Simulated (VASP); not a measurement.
A run of VASP 6.6.1 is set up as follows.

POSCAR

```
BAs
1.0
    0.0000000000      2.3918698977      2.3918698977
    2.3918698977      0.0000000000      2.3918698977
    2.3918698977      2.3918698977      0.0000000000
B As
1 1
Direct
    0.0000000000      0.0000000000      0.0000000000
    0.2500000000      0.2500000000      0.2500000000
```

Contents of INCAR.step1:

```
SYSTEM = BAs
PREC     = Accurate       ! precision mode
ENCUT    = 420            ! plane-wave cutoff, eV
EDIFF    = 1E-5           ! SCF threshold, eV
ISMEAR   = 0              ! smearing method
SIGMA    = 0.01           ! smearing width, eV
LREAL    = .FALSE.        ! projectors in reciprocal space
LASPH    = .TRUE.         ! aspherical terms in the spheres
NELM     = 120            ! most SCF steps
ALGO     = Normal         ! electronic algorithm
ISIF     = 2              ! what is computed and relaxed
LWAVE    = .TRUE.         ! write WAVECAR
LCHARG   = .FALSE.        ! write CHGCAR
NBANDS   = 16             ! bands
GGA      = PE             ! functional
GGA_COMPAT= .FALSE.
```

INCAR.step2

```
SYSTEM = BAs
PREC     = Accurate       ! precision mode
ENCUT    = 420            ! plane-wave cutoff, eV
EDIFF    = 1E-6           ! SCF threshold, eV
ISMEAR   = 0              ! smearing method
SIGMA    = 0.01           ! smearing width, eV
LREAL    = .FALSE.        ! projectors in reciprocal space
LASPH    = .TRUE.         ! aspherical terms in the spheres
NELM     = 120            ! most SCF steps
ALGO     = Normal         ! electronic algorithm
ISIF     = 2              ! what is computed and relaxed
LWAVE    = .FALSE.        ! write WAVECAR
LCHARG   = .FALSE.        ! write CHGCAR
GGA      = PE             ! functional
LHFCALC  = .TRUE.         ! exact exchange
AEXX     = 0.5            ! exact-exchange fraction
PRECFOCK = Normal       
NBANDS   = 16             ! bands
ISTART   = 1            
GGA_COMPAT= .FALSE.
```

KPOINTS

```
regular mesh
0
G
  4 4 4
  0 0 0
```

Potentials or basis: VASP PAW PBE potentials, release 64 (B, As_d).

Command:

```console
$ cat potpaw_PBE.64/B/POTCAR potpaw_PBE.64/As_d/POTCAR > POTCAR
$ cp INCAR.step1 INCAR
$ mpirun -np 1 vasp_std > vasp.out
$ cp INCAR.step2 INCAR
$ mpirun -np 1 vasp_std > vasp.out
```

Task: Estimate the pressure.

Result: -4.2 GPa.

Task: Estimate the band gap on the k mesh.

Result: 4.40 eV (least direct gap 6.64 eV).

Caveat: the k points lie up to 0.57 Å⁻¹ apart; the PAW data sets were made with another functional, which shifts forces and pressure a little. A k mesh can miss the band edges.
